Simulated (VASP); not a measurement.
# Ga3PN2 (P6/mmm) in VASP: relaxation of cell and atoms with PBE

Aim: the relaxation of cell and atoms of Ga3PN2 with PBE.

Everything below comes from runs of VASP 6.6.1. Logs are shortened: lines on timing, memory, paths and dates and some standing lists are left out, and cuts for length are marked.

## (1) The cell of the first run

It takes space group P6/mmm (No. 191, hexagonal). The conventional cell has a = 5.226 Å, b = 5.226 Å, c = 4.328 Å, α = 90.00°, β = 90.00°, γ = 120.00°. Ga (site symmetry mmm) has 4 Ga at 2.61 Å and 4 N at 2.64 Å and 4 P at 3.39 Å within 3.4 Å. P (site symmetry 6/mmm) has 6 N at 3.02 Å and 12 Ga at 3.39 Å within 4.0 Å. N (site symmetry -6m2) has 6 Ga at 2.64 Å and 3 P at 3.02 Å and 3 N at 3.02 Å within 3.5 Å.

## (2) Relaxation of cell and atoms, PBE, collinear spin, ferromagnetic start

File INCAR:

```
  ALGO = Normal
  EDIFF = 1E-7
  EDIFFG = -0.04
  ENCUT = 600
  GGA = PE
  IBRION = 2
  ISIF = 3
  ISMEAR = 0
  ISPIN = 2
  LASPH = True
  LCHARG = False
  LORBIT = 11
  LREAL = False
  LWAVE = False
  MAGMOM = 0 0 0 0 1 1
  NELM = 150
  NSW = 90
  PREC = Accurate
  SIGMA = 0.1
```

File KPOINTS:

```
k-points
0
Gamma
  6 6 4
```

File POSCAR:

```
Ga3PN2
1.0
    5.2263220400      0.0000000000      0.0000000000
   -2.6131610200      4.5261276600      0.0000000000
    0.0000000000      0.0000000000      4.3279368400
Ga P N
3 1 2
Direct
    0.5000000000      0.0000000000      0.5000000000
    0.0000000000      0.5000000000      0.5000000000
    0.5000000000      0.5000000000      0.5000000000
    0.0000000000      0.0000000000      0.0000000000
    0.3333333300      0.6666666700      0.0000000000
    0.6666666700      0.3333333300      0.0000000000
```

Potentials or basis: VASP PAW PBE potentials, release 64 (Ga_d, P, N).

On the command line:

```
cat potpaw_PBE.64/Ga_d/POTCAR potpaw_PBE.64/P/POTCAR potpaw_PBE.64/N/POTCAR > POTCAR
mpirun -np 1 vasp_std > vasp.out
```

OUTCAR:

```text
EDIFF = 1E-7
   EDIFFG = -0.04
   ENCUT = 600
   GGA = PE
   IBRION = 2
   ISIF = 3
   ISMEAR = 0
   ISPIN = 2
   LASPH = True
   LORBIT = 11
   LREAL = False
   NELM = 150
   NSW = 90
   PREC = Accurate

 ion  position               nearest neighbor table
   1  0.500  0.000  0.500-   2 2.61   3 2.61   3 2.61   2 2.61
   2  0.000  0.500  0.500-   3 2.61   3 2.61   1 2.61   1 2.61
   3  0.500  0.500  0.500-   2 2.61   2 2.61   1 2.61   1 2.61
   4  0.000  0.000  0.000-
   5  0.333  0.667  0.000-
   6  0.667  0.333  0.000-

  LATTYP: Found a hexagonal cell.
 ALAT       =     5.2263220400
 C/A-ratio  =     0.8281037423

  Lattice vectors:

 A1 = (   5.2263220400,   0.0000000000,   0.0000000000)
 A2 = (  -2.6131610200,   4.5261276600,   0.0000000000)
 A3 = (   0.0000000000,   0.0000000000,   4.3279368400)

Analysis of symmetry for initial positions (statically):
=====================================================================
 Subroutine PRICEL returns:
 Original cell was already a primitive cell.

 Routine SETGRP: Setting up the symmetry group for a
 hexagonal supercell.

 Subroutine GETGRP returns: Found 24 space group operations
 (whereof 24 operations were pure point group operations)
 out of a pool of 24 trial point group operations.

The static configuration has the point symmetry D_6h.

Analysis of symmetry for dynamics (positions and initial velocities):
=====================================================================
 Subroutine PRICEL returns:
 Original cell was already a primitive cell.

 Routine SETGRP: Setting up the symmetry group for a
 hexagonal supercell.

 Subroutine GETGRP returns: Found 24 space group operations
 (whereof 24 operations were pure point group operations)
 out of a pool of 24 trial point group operations.

The dynamic configuration has the point symmetry D_6h.

Analysis of structural, dynamic, and magnetic symmetry:
=====================================================================
 Subroutine PRICEL returns:
 Original cell was already a primitive cell.

 Routine SETGRP: Setting up the symmetry group for a
 hexagonal supercell.

 Subroutine GETGRP returns: Found 24 space group operations
 (whereof 24 operations were pure point group operations)
 out of a pool of 24 trial point group operations.

The overall configuration has the point symmetry D_6h.

 Subroutine INISYM returns: Found 24 space group operations
 (whereof 24 operations are pure point group operations),
 and found     1 'primitive' translations

----------------------------------------------------------------------------------------

                                     Primitive cell

  volume of cell :     102.3773

  direct lattice vectors                    reciprocal lattice vectors
     5.226322040  0.000000000  0.000000000     0.191339147  0.110469708  0.000000000
    -2.613161020  4.526127660  0.000000000     0.000000000  0.220939416  0.000000000
     0.000000000  0.000000000  4.327936840     0.000000000  0.000000000  0.231056976

  length of vectors
     5.226322040  5.226322044  4.327936840     0.220939416  0.220939416  0.231056976

  position of ions in fractional coordinates (direct lattice)
     0.500000000  0.000000000  0.500000000
     0.000000000  0.500000000  0.500000000
     0.500000000  0.500000000  0.500000000
     0.000000000  0.000000000  0.000000000
     0.333333330  0.666666670  0.000000000
     0.666666670  0.333333330  0.000000000

  ion indices of the primitive-cell ions
   primitive index   ion index
                 1           1
                 2           2
                 3           3
                 4           4
                 5           5
                 6           6

----------------------------------------------------------------------------------------

 KPOINTS: k-points

Automatic generation of k-mesh.
 Grid dimensions read from file:
 generate k-points for:    6    6    4

 Generating k-lattice:

  Cartesian coordinates                     Fractional coordinates (reciprocal lattice)
     0.031889858  0.018411618  0.000000000     0.166666667  0.000000000  0.000000000
     0.000000000  0.036823236  0.000000000     0.000000000  0.166666667  0.000000000
     0.000000000  0.000000000  0.057764244     0.000000000  0.000000000  0.250000000

  Length of vectors
     0.036823236  0.036823236  0.057764244

  Shift w.r.t. Gamma in fractional coordinates (k-lattice)
     0.000000000  0.000000000  0.000000000

 Subroutine IBZKPT returns following result:
 ===========================================

 Found     21 irreducible k-points:

 Following reciprocal coordinates:
            Coordinates               Weight
  0.000000  0.000000  0.000000      1.000000
  0.166667  0.000000  0.000000      6.000000
  0.333333  0.000000  0.000000      6.000000
  0.500000  0.000000  0.000000      3.000000
  0.166667  0.166667  0.000000      6.000000
  0.333333  0.166667  0.000000     12.000000
[... 13 lines left out ...]
  0.333333  0.166667  0.500000     12.000000
  0.333333  0.333333  0.500000      2.000000
   k-points           NKPTS =     21   k-points in BZ     NKDIM =     21   number of bands    NBANDS=     33
   number of dos      NEDOS =    301   number of ions     NIONS =      6
   total plane-waves  NPLWV =  63504
   dimension x,y,z NGX =    42 NGY =   42 NGZ =   36
   dimension x,y,z NGXF=    84 NGYF=   84 NGZF=   72
   ions per type =               3   1   2
   NGX,Y,Z   is equivalent  to a cutoff of  13.36, 13.36, 13.83 a.u.
   NGXF,Y,Z  is equivalent  to a cutoff of  26.72, 26.72, 27.66 a.u.
 SYSTEM =  unknown system
   PREC   = accura    normal or accurate (medium, high low for compatibility)
   ISTART =      0    job   : 0-new  1-cont  2-samecut
   ICHARG =      2    charge: 1-file 2-atom 10-const
   ISPIN  =      2    spin polarized calculation?
   LNONCOLLINEAR =      F non collinear calculations
   LSORBIT =      F    spin-orbit coupling
   LASPH  =      T    aspherical Exc in radial PAW
   ENCUT  =  600.0 eV  44.10 Ry    6.64 a.u.  10.44 10.44  8.64*2*pi/ulx,y,z
   NELM   =    150;   NELMIN=  2; NELMDL= -5     # of ELM steps
   EDIFF  = 0.1E-06   stopping-criterion for ELM
   LREAL  =      F    real-space projection
   EDIFFG = -.4E-01   stopping-criterion for IOM
   NSW    =     90    number of steps for IOM
   IBRION =      2    ionic relax: 0-MD 1-quasi-New 2-CG
   NFREE  =      1    steps in history (QN), initial steepest desc. (CG)
   ISIF   =      3    stress and relaxation
   ISYM   =      2    0-nonsym 1-usesym 2-fastsym
   POTIM  = 0.5000    time-step for ionic-motion
   TEBEG  =    0.0;   TEEND  =   0.0 temperature during run
   PSTRESS=    0.0 pullay stress
   NELECT =      54.0000    total number of electrons
   NUPDOWN=      -1.0000    fix difference up-down
   EMIN   =  10.00;   EMAX   =-10.00  energy-range for DOS
   EFERMI =   0.00;   METHOD = LEGACY
   ISMEAR =     0;   SIGMA  =   0.10  broadening in eV -4-tet -1-fermi 0-gaus
   EFERMI_NEDOS =   21; number of points for ismear=-14 and -15
   IALGO  =     38    algorithm
   IMIX   =      4    mixing-type and parameters
     AMIX     =   0.40;   BMIX     =  1.00
     AMIX_MAG =   1.60;   BMIX_MAG =  1.00
  volume/ion in A,a.u.               =      17.06       115.15
  Fermi-wavevector in a.u.,A,eV,Ry     =   1.322731  2.499599 23.804980  1.749617
  Thomas-Fermi vector in A             =   2.452390
   LORBIT       =     11    0 simple, 1 ext, 2 COOP (PROOUT), +10 PAW based schemes
   GGA     = PE    functional components
   LHFCALC =     F    Hartree Fock is set to
   AEXX    =    0.0000 exact exchange contribution
   IVDW    =     0    specifies the selected vdW correction
   LEPSILON=     F    determine dielectric tensor
   LRPA    =     F    only Hartree local field effects (RPA)
 conjugate gradient relaxation of ions
 spin polarized calculation
 Gauss-broadening in eV      SIGMA  =   0.10
  energy-cutoff  :      600.00
  volume of cell :      102.38
 maximum number of plane-waves:      3443
 NGX is ok and might be reduce to    42
   NGX = 21   NGY = 21   NGZ = 17

--------------------------------------- Ionic step        1  -------------------------------------------

 number of electron      54.0000026 magnetization       1.3278926

 Free energy of the ion-electron system (eV)
  ---------------------------------------------------
  ext. energy  EPLUGINS =         0.00000000
  ---------------------------------------------------
  free energy    TOTEN  =       -21.34487022 eV

  energy without entropy =      -21.32728968  energy(sigma->0) =      -21.33607995

------------------------ aborting loop because EDIFF is reached ----------------------------------------

  FORCE on cell =-STRESS in cart. coord.  units (eV):
  Direction    XX          YY          ZZ          XY          YZ          ZX
  --------------------------------------------------------------------------------------
  -------------------------------------------------------------------------------------
  Total       -3.0873064     -3.0873064    -10.8288193      0.0000000      0.0000000      0.0000000
  in kB      -48.3154957    -48.3154958   -169.4680410      0.0000000      0.0000000      0.0000000
  external PRESSURE =     -88.6996775 kB  Pullay stress =       0.0000000 kB
[... 103 lines left out ...]
  FREE ENERGIE OF THE ION-ELECTRON SYSTEM (eV)
  ---------------------------------------------------
  free  energy   TOTEN  =       -20.8171300382 eV

  energy  without entropy=      -20.8114953915  energy(sigma->0) =      -20.81431271

 E-fermi :  10.0196     XC(G=0): -12.8443

 val. band max:        9.9268068832   @ k =   0.1667   0.0000   0.5000
 cond. band min:      10.0623870769   @ k =   0.1667   0.0000   0.5000
 fundamental gap:      0.1355801937
 Fermi energy:        10.0196392494

 spin component 1

 k-point     1 :       0.0000    0.0000    0.0000
  band No.  band energies     occupation
      1      -9.6447      1.00000
      2      -6.8405      1.00000
      3      -6.3393      1.00000
      4      -6.3099      1.00000
      5      -6.3045      1.00000
      6      -6.3045      1.00000
[... 745 lines left out ...]
     32      16.2242      0.00000
     33      16.2242      0.00000
 Fermi energy:        10.0196392494

 spin component 2

 k-point     1 :       0.0000    0.0000    0.0000
  band No.  band energies     occupation
      1      -9.6447      1.00000
      2      -6.8405      1.00000
      3      -6.3393      1.00000
      4      -6.3099      1.00000
      5      -6.3045      1.00000
      6      -6.3045      1.00000
[... 745 lines left out ...]
     32      16.2242      0.00000
     33      16.2242      0.00000

[... ionic steps 4 to 15 ...]

--------------------------------------- Ionic step       16  -------------------------------------------

 number of electron      53.9999976 magnetization       0.0000001

 number of electron      53.9999976 magnetization      -0.0000002

------------------------ aborting loop because EDIFF is reached ----------------------------------------

  FORCE on cell =-STRESS in cart. coord.  units (eV):
  Direction    XX          YY          ZZ          XY          YZ          ZX
  --------------------------------------------------------------------------------------
  -------------------------------------------------------------------------------------
  Total        0.5367875      0.5367875     -0.8642286      0.0000000     -0.0000000     -0.0000000
  in kB       11.0084975     11.0084975    -17.7236957      0.0000000     -0.0000000     -0.0000000
  external PRESSURE =       1.4310998 kB  Pullay stress =       0.0000000 kB
[... 69 lines left out ...]
--------------------------------------- Ionic step       18  -------------------------------------------

 number of electron      53.9999969 magnetization      -0.0000010

 number of electron      53.9999969 magnetization       0.0000002

 Free energy of the ion-electron system (eV)
  ---------------------------------------------------
  ext. energy  EPLUGINS =         0.00000000
  ---------------------------------------------------
  free energy    TOTEN  =       -27.36616248 eV

  energy without entropy =      -27.35750328  energy(sigma->0) =      -27.36183288

 E-fermi :   7.1347     XC(G=0): -11.7155

 val. band max:        7.1222493870   @ k =   0.1667   0.0000   0.5000
 cond. band min:       7.2313919960   @ k =   0.3333   0.3333   0.0000
 fundamental gap:      0.1091426089
 Fermi energy:         7.1347024001

 spin component 1

 k-point     1 :       0.0000    0.0000    0.0000
  band No.  band energies     occupation
      1     -10.4648      1.00000
      2      -8.4384      1.00000
      3      -8.4233      1.00000
      4      -8.3869      1.00000
      5      -8.3869      1.00000
      6      -8.3328      1.00000
[... 745 lines left out ...]
     32      12.1723      0.00000
     33      12.4325      0.00000
 Fermi energy:         7.1347024001

 spin component 2

 k-point     1 :       0.0000    0.0000    0.0000
  band No.  band energies     occupation
      1     -10.4648      1.00000
      2      -8.4384      1.00000
      3      -8.4233      1.00000
      4      -8.3869      1.00000
      5      -8.3869      1.00000
      6      -8.3328      1.00000
[... 778 lines left out ...]
  FREE ENERGIE OF THE ION-ELECTRON SYSTEM (eV)
  ---------------------------------------------------
  free  energy   TOTEN  =       -27.3661624809 eV

  energy  without entropy=      -27.3575032761  energy(sigma->0) =      -27.36183288

 reached required accuracy - stopping structural energy minimisation

 total charge

# of ion       s       p       d       tot
------------------------------------------
    1        0.842   0.599  10.088  11.530
    2        0.842   0.599  10.088  11.530
    3        0.842   0.599  10.088  11.530
    4        1.146   1.225   0.000   2.370
    5        1.280   2.336   0.000   3.616
    6        1.280   2.336   0.000   3.616
--------------------------------------------------
tot          6.233   7.695  30.264  44.192

 magnetization (x)

# of ion       s       p       d       tot
------------------------------------------
    1       -0.000  -0.000  -0.000  -0.000
    2       -0.000  -0.000  -0.000  -0.000
    3       -0.000  -0.000  -0.000  -0.000
    4       -0.000  -0.000   0.000  -0.000
    5        0.000  -0.000   0.000   0.000
    6        0.000  -0.000   0.000   0.000
--------------------------------------------------
tot          0.000  -0.000  -0.000  -0.000
```

Wall time 39 min (1 thread of Intel Xeon Platinum 8488C (Sapphire Rapids), shared host); peak memory 0.39 GiB.

Results:

| Quantity | Value |
| --- | --- |
| Free energy | -27.3662 eV |
| Relaxed volume | 13.06 Å³/atom |
| Relaxed cell | a = 5.625 Å, b = 5.625 Å, c = 2.859 Å, α = 90.00°, β = 90.00°, γ = 120.00° |
| Space group after relaxing (to 0.05 Å) | P6/mmm (No. 191) |
| Energy gained by relaxing | 1003.5 meV/atom |
| Ionic steps | 18 |
| Pressure after relaxing | 0.0 GPa |
| Band gap on the k mesh | zero (filled and empty bands overlap) |
| Net moment | 0.00 μB per cell |
| Valence electrons inside the program's atomic spheres | Ga 11.53; P 2.37; N 3.62 |

The path:
| step | energy change (eV) | largest force (eV/Å) | pressure (GPa) | volume (Å³) |
| --- | --- | --- | --- | --- |
| 1 | 0.0000 | 0.0000 | -8.87 | 102.38 |
| 2 | -1.1385 | 0.0000 | -5.09 | 88.88 |
| 3 | 0.5277 | 0.0000 | 93.65 | 54.13 |
| 4 | -1.6689 | 0.0000 | 3.21 | 80.18 |
| 5 | -1.7961 | 0.0000 | 12.18 | 74.32 |
| 6 | -2.2881 | 0.0000 | 15.90 | 72.03 |
| 7 | -4.1737 | 0.0000 | 31.10 | 64.68 |
| 8 | 14.6298 | 0.0000 | 224.47 | 47.64 |
| 9 | -4.2598 | 0.0000 | 35.58 | 63.59 |
| 10 | -4.8557 | 0.0000 | 32.36 | 64.73 |
| 11 | -4.9044 | 0.0000 | 31.29 | 65.63 |
| 12 | -4.9383 | 0.0000 | 31.43 | 65.38 |
| 13 | -5.4451 | 0.0000 | 20.94 | 68.42 |
| 14 | -5.9884 | 0.0000 | 4.10 | 75.75 |
| 15 | -6.0171 | 0.0000 | 0.68 | 77.79 |
| 16 | -6.0176 | 0.0000 | 0.14 | 78.12 |
| 17 | -6.0197 | 0.0000 | 0.08 | 78.20 |
| 18 | -6.0213 | 0.0000 | 0.01 | 78.36 |

Final structure:
```
Ga P N
1.0
     5.62548    0.00000    0.00000
    -2.81274    4.87181    0.00000
     0.00000    0.00000    2.85919
Ga P N
3 1 2
Direct
  0.50000 0.00000 0.50000
  0.00000 0.50000 0.50000
  0.50000 0.50000 0.50000
  0.00000 0.00000 0.00000
  0.33333 0.66667 0.00000
  0.66667 0.33333 0.00000
```

Caveat: the k points lie up to 0.55 Å⁻¹ apart in the final cell; the volume moved by over 15 % at a fixed basis, so the end points are rough.
